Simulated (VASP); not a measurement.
Wanted: the native input for a VASP 6.6.1 run.

| Property | Result |
| --- | --- |
| Task | single point |
| Functional | PBEsol |
| Potentials or basis | VASP PAW PBE potentials, release 64 (Mg, O) |
| Cutoff | 520 eV |
| k mesh | 9 × 9 × 6 |
| Occupations | gaussian, width 0.05 eV |
| Spin | no spin polarisation |
| Dipole correction | no |
| Further INCAR settings | ALGO = Normal; EDIFF = 1e-06; NBANDS = 16 |

The structure of MgO lies in POSCAR:

```
MgO
1.0
    3.3034677759      0.0000000000      0.0000000000
   -1.6517338880      2.8608870145      0.0000000000
    0.0000000000      0.0000000000      5.0193881071
Mg O
2 2
Direct
    0.3035604293      0.6289161370      0.0036583441
    0.6964395707      0.3710838630      0.5036583441
    0.3609537095      0.7016879004      0.4009416559
    0.6390462905      0.2983120996      0.9009416559
```

This cell differs from its parent crystal: mode 4 frozen in at -0.036 Å and mode 5 at -0.108 Å (largest displacements).

The input as run:

INCAR

```
ALGO     = Normal         # electronic algorithm
EDIFF    = 1E-6           # SCF threshold, eV
ENCUT    = 520            # plane-wave cutoff, eV
GGA      = PS             # functional
ISIF     = 2              # what is computed and relaxed
ISMEAR   = 0              # smearing method
LASPH    = T              # aspherical terms in the spheres
LCHARG   = T              # write CHGCAR
LELF     = T              # ELF
LREAL    = F              # projectors in reciprocal space
LVHAR    = T            
LWAVE    = F              # write WAVECAR
NBANDS   = 16             # bands
NELM     = 80             # most SCF steps
PREC     = Accurate       # precision mode
SIGMA    = 0.05           # smearing width, eV
```

KPOINTS

```
k-points
0
Gamma
  9 9 6
```

Potentials or basis: VASP PAW PBE potentials, release 64 (Mg, O).

The run is started by

```bash
$ cat potpaw_PBE.64/Mg/POTCAR potpaw_PBE.64/O/POTCAR > POTCAR
$ mpirun -np 1 vasp_std > vasp.out
```

It gave:

- Pressure: -0.5 GPa
- Largest force: 0.358 eV/Å
- Band gap on the k mesh: 3.27 eV, direct

Caveat: the cell differs from its parent crystal (mode 4 frozen in at -0.036 Å and mode 5 at -0.108 Å (largest displacements)); the PAW data sets were made with another functional, which shifts forces and pressure a little.

Run time: 41 s on 1 thread of Intel(R) Xeon(R) 6975P-C (Granite Rapids), on a shared host, peak memory 0.26 GiB.
